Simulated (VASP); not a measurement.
Runs of VASP 6.6.1 on MoS2. The structure is that of space group R3m (No. 160), or close to it. The cells are those of the table. 

```tsv
cell	gap on the mesh (eV)	pressure (GPa)	largest force (eV/Å)
a = 6.361 Å, angles 28.5°, 3 atoms	0.84	(a)	0.54
a = 6.468 Å, angles 28.5°, 3 atoms	0.88	-5.9	0.38
a = 6.571 Å, angles 28.5°, 3 atoms	(c)	-11.7	1.07
a = 6.622 Å, angles 28.5°, 3 atoms	0.92	-14.0	1.37
a = 6.306 Å, angles 28.5°, 3 atoms	0.82	(d)	1.02
a = 6.415 Å, angles 28.5°, 3 atoms	0.86	-2.3	0.10
a = 6.520 Å, angles 28.5°, 3 atoms	(b)	-9.0	0.75
```

Alike in all rows: task single point; level LDA; potentials or basis VASP PAW LDA potentials, release 64 (Mo_sv, S); no spin polarisation; k mesh 11 × 11 × 11; cutoff (eV) 520; smearing fermi-dirac 0.15 eV.

Q: Estimate the missing entries.

A: (a) 1.8; (b) 0.90; (c) 0.91; (d) 6.4.

Caveats: the cell stands under tension (at least some runs); forces of over 1 eV/Å act on the atoms, so gaps and moduli don't describe the material at rest (at least some runs); the cell stands under pressure (at least some runs).

A k mesh can miss the band edges, and the runs leave out spin-orbit coupling on Mo.
